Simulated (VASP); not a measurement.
# Al (Fmmm) in VASP: further runs

Al is run at these levels: PBEsol; tasks: single point.

Program: VASP 6.6.1. These are calculated values, not measurements. Logs are shortened: lines on timing, memory, paths and dates and some standing lists are left out, and cuts for length are marked.

## Step 1: The cell of the first run

The structure is orthorhombic, space group Fmmm (No. 69). The conventional cell has a = 3.182 Å, b = 4.461 Å, c = 4.540 Å, α = 90.00°, β = 90.00°, γ = 90.00°. Within 3.6 Å of Al (site symmetry mmm) lie 14 Al at 2.74 to 3.18 Å.

This isn't the form of Al at room conditions, which is fcc.

## Step 2: Single point, PBEsol (strain +0.0175 x Voigt [0, 0, 0, 1, 0, 0])

The input, INCAR:

```
SYSTEM = Al
ALGO = Normal
EDIFF = 1E-6
ENCUT = 520
GGA = PS
ISIF = 2
ISMEAR = 0
LASPH = .True.
LCHARG = .False.
LREAL = .False.
LWAVE = .False.
NBANDS = 8
NELM = 100
PREC = Accurate
SIGMA = 0.15
```

The input, KPOINTS:

```
k-points
0
Gamma
  20 20 20
  0 0 0
```

The input, POSCAR:

```
Al
1.0
   -1.5912186900      1.6051418535      1.6051418535
    1.5912186900     -1.5772955265      1.5772955265
    1.5912186900      1.5772955265     -1.5772955265
Al
1
Direct
    0.0000000000      0.0000000000      0.0000000000
```

Potentials or basis: VASP PAW PBE potentials, release 64 (Al).

Run with:

```bash
$ cat potpaw_PBE.64/Al/POTCAR > POTCAR
$ mpirun -np 1 vasp_std > vasp.out
```

OUTCAR:

```text
SYSTEM = Al
   EDIFF = 1E-6
   ENCUT = 520
   GGA = PS
   ISIF = 2
   ISMEAR = 0
   LASPH = .True.
   LREAL = .False.
   NELM = 100
   PREC = Accurate

 ion  position               nearest neighbor table
   1  0.000  0.000  0.000-

  LATTYP: Found a face centered orthorhombic cell.
 ALAT       =     3.1824373800
 B/A-ratio  =     1.4018391937
 C/A-ratio  =     1.4265879310

  Lattice vectors:

 A1 = (   0.0000000000,   3.1824373800,   0.0278463270)
 A2 = (   1.5912186900,   1.6051418535,   1.6051418535)
 A3 = (   1.5912186900,   1.5772955265,  -1.5772955265)

Analysis of symmetry for initial positions (statically):
=====================================================================
 Subroutine PRICEL returns:
 Original cell was already a primitive cell.

 Routine SETGRP: Setting up the symmetry group for a
 face centered orthorhombic supercell.

 Subroutine GETGRP returns: Found  8 space group operations
 (whereof  8 operations were pure point group operations)
 out of a pool of  8 trial point group operations.

The static configuration has the point symmetry D_2h.

Analysis of symmetry for dynamics (positions and initial velocities):
=====================================================================
 Subroutine PRICEL returns:
 Original cell was already a primitive cell.

 Routine SETGRP: Setting up the symmetry group for a
 face centered orthorhombic supercell.

 Subroutine GETGRP returns: Found  8 space group operations
 (whereof  8 operations were pure point group operations)
 out of a pool of  8 trial point group operations.

The dynamic configuration has the point symmetry D_2h.

 Subroutine INISYM returns: Found  8 space group operations
 (whereof  8 operations are pure point group operations),
 and found     1 'primitive' translations

----------------------------------------------------------------------------------------

                                     Primitive cell

  volume of cell :      16.1145

  direct lattice vectors                    reciprocal lattice vectors
    -1.591218690  1.605141853  1.605141853     0.000000000  0.311498949  0.311498949
     1.591218690 -1.577295526  1.577295526     0.314224565 -0.002749675  0.314248624
     1.591218690  1.577295526 -1.577295526     0.314224565  0.314248624 -0.002749675

  length of vectors
     2.772172011  2.740018116  2.740018116     0.440526038  0.444406161  0.444406161

  position of ions in fractional coordinates (direct lattice)
     0.000000000  0.000000000  0.000000000

  ion indices of the primitive-cell ions
   primitive index   ion index
                 1           1

----------------------------------------------------------------------------------------

 KPOINTS: k-points

Automatic generation of k-mesh.
 Grid dimensions read from file:
 generate k-points for:   20   20   20

 Generating k-lattice:

  Cartesian coordinates                     Fractional coordinates (reciprocal lattice)
     0.000000000  0.015574947  0.015574947     0.050000000  0.000000000  0.000000000
     0.015711228 -0.000137484  0.015712431    -0.000000000  0.050000000  0.000000000
     0.015711228  0.015712431 -0.000137484    -0.000000000  0.000000000  0.050000000

  Length of vectors
     0.022026302  0.022220308  0.022220308

  Shift w.r.t. Gamma in fractional coordinates (k-lattice)
     0.000000000  0.000000000  0.000000000

 Subroutine IBZKPT returns following result:
 ===========================================

 Found   1166 irreducible k-points:

 Following reciprocal coordinates:
            Coordinates               Weight
  0.000000  0.000000  0.000000      1.000000
  0.050000  0.000000  0.000000      2.000000
  0.100000  0.000000  0.000000      2.000000
  0.150000  0.000000  0.000000      2.000000
  0.200000  0.000000  0.000000      2.000000
  0.250000  0.000000  0.000000      2.000000
[... 16 lines left out ...]
  0.050000  0.100000  0.000000      8.000000
  0.100000  0.100000  0.000000      8.000000
 [... further k-points ...]
   k-points           NKPTS =   1166   k-points in BZ     NKDIM =   1166   number of bands    NBANDS=      8
   number of dos      NEDOS =    301   number of ions     NIONS =      1
   total plane-waves  NPLWV =   9600
   dimension x,y,z NGX =    24 NGY =   20 NGZ =   20
   dimension x,y,z NGXF=    48 NGYF=   40 NGZF=   40
   ions per type =               1
   NGX,Y,Z   is equivalent  to a cutoff of  14.39, 12.13, 12.13 a.u.
   NGXF,Y,Z  is equivalent  to a cutoff of  28.79, 24.27, 24.27 a.u.
 SYSTEM =  Al
   PREC   = accura    normal or accurate (medium, high low for compatibility)
   ISTART =      0    job   : 0-new  1-cont  2-samecut
   ICHARG =      2    charge: 1-file 2-atom 10-const
   ISPIN  =      1    spin polarized calculation?
   LNONCOLLINEAR =      F non collinear calculations
   LSORBIT =      F    spin-orbit coupling
   LASPH  =      T    aspherical Exc in radial PAW
   ENCUT  =  520.0 eV  38.22 Ry    6.18 a.u.   5.15  5.09  5.09*2*pi/ulx,y,z
   NELM   =    100;   NELMIN=  2; NELMDL= -5     # of ELM steps
   EDIFF  = 0.1E-05   stopping-criterion for ELM
   LREAL  =      F    real-space projection
   EDIFFG = 0.1E-04   stopping-criterion for IOM
   NSW    =      0    number of steps for IOM
   IBRION =     -1    ionic relax: 0-MD 1-quasi-New 2-CG
   NFREE  =      0    steps in history (QN), initial steepest desc. (CG)
   ISIF   =      2    stress and relaxation
   ISYM   =      2    0-nonsym 1-usesym 2-fastsym
   POTIM  = 0.5000    time-step for ionic-motion
   TEBEG  =    0.0;   TEEND  =   0.0 temperature during run
   PSTRESS=    0.0 pullay stress
   NELECT =       3.0000    total number of electrons
   NUPDOWN=      -1.0000    fix difference up-down
   EMIN   =  10.00;   EMAX   =-10.00  energy-range for DOS
   EFERMI =   0.00;   METHOD = LEGACY
   ISMEAR =     0;   SIGMA  =   0.15  broadening in eV -4-tet -1-fermi 0-gaus
   EFERMI_NEDOS =   21; number of points for ismear=-14 and -15
   IALGO  =     38    algorithm
   IMIX   =      4    mixing-type and parameters
     AMIX     =   0.40;   BMIX     =  1.00
     AMIX_MAG =   1.60;   BMIX_MAG =  1.00
  volume/ion in A,a.u.               =      16.11       108.75
  Fermi-wavevector in a.u.,A,eV,Ry     =   0.934781  1.766480 11.888978  0.873815
  Thomas-Fermi vector in A             =   2.061621
   LORBIT       =      0    0 simple, 1 ext, 2 COOP (PROOUT), +10 PAW based schemes
   GGA     = PS    functional components
   LHFCALC =     F    Hartree Fock is set to
   AEXX    =    0.0000 exact exchange contribution
   IVDW    =     0    specifies the selected vdW correction
   LEPSILON=     F    determine dielectric tensor
   LRPA    =     F    only Hartree local field effects (RPA)
 non-spin polarized calculation
 Gauss-broadening in eV      SIGMA  =   0.15
  energy-cutoff  :      520.00
  volume of cell :       16.11
 maximum number of plane-waves:       448
 NGX is ok and might be reduce to    24
   NGX = 11   NGY = 11   NGZ = 11

 number of electron       3.0000000 magnetization

 Free energy of the ion-electron system (eV)
  ---------------------------------------------------
  ext. energy  EPLUGINS =         0.00000000
  ---------------------------------------------------
  free energy    TOTEN  =        -3.99162037 eV

  energy without entropy =       -3.98650869  energy(sigma->0) =       -3.98906453

 E-fermi :   8.2056     XC(G=0): -10.3472

 val. band max:        8.2046516695   @ k =   0.1500   0.3500   0.2500
 cond. band min:       8.2057571187   @ k =   0.2500   0.4500   0.0500
 fundamental gap:      0.0011054492
 Fermi energy:         8.2056302934

 k-point     1 :       0.0000    0.0000    0.0000
  band No.  band energies     occupation
      1      -3.0914      2.00000
      2      21.4643      0.00000
      3      21.5435      0.00000
      4      21.7099      0.00000
      5      22.9743      0.00000
      6      23.2300      0.00000
      7      23.4419      0.00000
      8      24.6722      0.00000

 k-point     2 :       0.0500    0.0000    0.0000
  band No.  band energies     occupation
      1      -3.0195      2.00000
      2      20.4030      0.00000
      3      21.1426      0.00000
      4      21.1716      0.00000
      5      23.0024      0.00000
      6      23.5351      0.00000
      7      23.9163      0.00000
      8      24.1390      0.00000

 k-point     3 :       0.1000    0.0000    0.0000
  band No.  band energies     occupation
      1      -2.8043      2.00000
      2      18.4503      0.00000
      3      20.2669      0.00000
      4      20.4887      0.00000
      5      22.1951      0.00000
      6      23.2828      0.00000
      7      24.3243      0.00000
      8      25.1963      0.00000

 k-point     4 :       0.1500    0.0000    0.0000
  band No.  band energies     occupation
      1      -2.4463      2.00000
      2      16.3614      0.00000
      3      19.4439      0.00000
      4      19.6882      0.00000
      5      21.3674      0.00000
      6      22.6078      0.00000
      7      24.9704      0.00000
      8      25.5426      0.00000

 k-point     5 :       0.2000    0.0000    0.0000
  band No.  band energies     occupation
      1      -1.9466      2.00000
      2      14.2926      0.00000
      3      18.7198      0.00000
      4      18.9101      0.00000
      5      20.6092      0.00000
      6      21.9819      0.00000
      7      25.6550      0.00000
      8      25.9574      0.00000
[... 177 lines left out ...]
 k-point    22 :      -0.0000    0.1000   -0.0000
  band No.  band energies     occupation
      1      -2.7992      2.00000
      2      18.7532      0.00000
      3      20.1177      0.00000
      4      20.5332      0.00000
      5      22.1686      0.00000
      6      23.1629      0.00000
      7      24.1627      0.00000
      8      24.8570      0.00000

 k-point    23 :       0.0500    0.1000    0.0000
  band No.  band energies     occupation
      1      -2.5843      2.00000
      2      17.7600      0.00000
      3      18.5650      0.00000
      4      20.0465      0.00000
      5      22.3980      0.00000
      6      22.9612      0.00000
      7      24.2903      0.00000
      8      25.2221      0.00000

 k-point    24 :       0.1000    0.1000    0.0000
  band No.  band energies     occupation
      1      -2.2269      2.00000
      2      16.4644      0.00000
      3      16.9287      0.00000
      4      19.3412      0.00000
      5      22.4324      0.00000
      6      22.7546      0.00000
      7      24.9612      0.00000
      8      25.3067      0.00000

 [... further k-points ...]
[... 5 lines left out ...]
  --------------------------------------------------------------------------------------
  -------------------------------------------------------------------------------------
  Total        0.2249806      0.2323157      0.2323157      0.0000000     -0.0753022     -0.0000000
  in kB       22.3686269     23.0979116     23.0979116      0.0000000     -7.4868988     -0.0000000
  external PRESSURE =      22.8548167 kB  Pullay stress =       0.0000000 kB

 VOLUME and BASIS-vectors are now :
 -----------------------------------------------------------------------------
  energy-cutoff  :      520.00
  volume of cell :       16.11
      direct lattice vectors                 reciprocal lattice vectors
    -1.591218690  1.605141853  1.605141853     0.000000000  0.311498949  0.311498949
     1.591218690 -1.577295526  1.577295526     0.314224565 -0.002749675  0.314248624
     1.591218690  1.577295526 -1.577295526     0.314224565  0.314248624 -0.002749675

 POSITION                                       TOTAL-FORCE (eV/Angst)
 -----------------------------------------------------------------------------------
      0.00000      0.00000      0.00000        -0.000000     -0.000000      0.000000
 -----------------------------------------------------------------------------------
    total drift:                                0.000000      0.000000      0.000000

  FREE ENERGIE OF THE ION-ELECTRON SYSTEM (eV)
  ---------------------------------------------------
  free  energy   TOTEN  =        -3.9916203661 eV

  energy  without entropy=       -3.9865086902  energy(sigma->0) =       -3.98906453
```

It took 91 s on 1 thread of Intel Xeon Platinum 8259CL at 2.50GHz (Skylake/Cascade Lake), shared host; peak memory 0.23 GiB.

Results:

| Property | Result |
| --- | --- |
| Free energy | -3.9916 eV |
| Pressure | 2.3 GPa |
| Band gap on the k mesh | zero (an odd number of electrons rules out a gap without spin polarisation) |

Caveat: the cell differs from its parent crystal (strain +0.0175 x Voigt [0, 0, 0, 1, 0, 0]); the PAW data sets were made with another functional, which shifts forces and pressure a little.

(Part 1 of 2 ends here.)
